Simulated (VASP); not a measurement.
Write the native input for VASP 6.6.1 that does the following.

```yaml
Task: single point
Functional: PBE
Potentials_or_basis: VASP PAW PBE potentials, release 64 (As)
Cutoff: 520 eV
k_mesh: 15 × 15 × 15
Occupations: fermi-dirac, width 0.05 eV
Spin: no spin polarisation
Dipole_correction: no
Further_INCAR_settings: ALGO = Normal; EDIFF = 1e-06; NBANDS = 8
```

The structure of As lies in POSCAR:

```
As
1.0
    0.0000000000      1.9608330137      1.9608330137
    1.9608330137      0.0000000000      1.9608330137
    1.9608330137      1.9608330137      0.0000000000
As
1
Direct
    0.0000000000      0.0000000000      0.0000000000
```

This cell differs from its parent crystal: volume scaled by 0.78.

One way to write it, as run:

INCAR

```
SYSTEM = As
  PREC = Accurate
  ENCUT = 520
  EDIFF = 1E-6
  ISMEAR = -1
  SIGMA = 0.05
  LREAL = .False.
  LASPH = .True.
  NELM = 60
  ALGO = Normal
  ISIF = 2
  LWAVE = .False.
  LCHARG = .False.
  GGA = PE
  NBANDS = 8
```

KPOINTS

```
Automatic mesh
0
Gamma
  15 15 15
  0 0 0
```

Potentials or basis: VASP PAW PBE potentials, release 64 (As).

Command:

```bash
$ cat potpaw_PBE.64/As/POTCAR > POTCAR
$ mpirun -np 1 vasp_std > vasp.out
```

Results of the run:

The pressure is 34.1 GPa.

It took 7.1 s on 1 thread of Intel(R) Xeon(R) Platinum 8259CL CPU @ 2.50GHz (Skylake/Cascade Lake), on a shared host, peak memory 0.14 GiB.
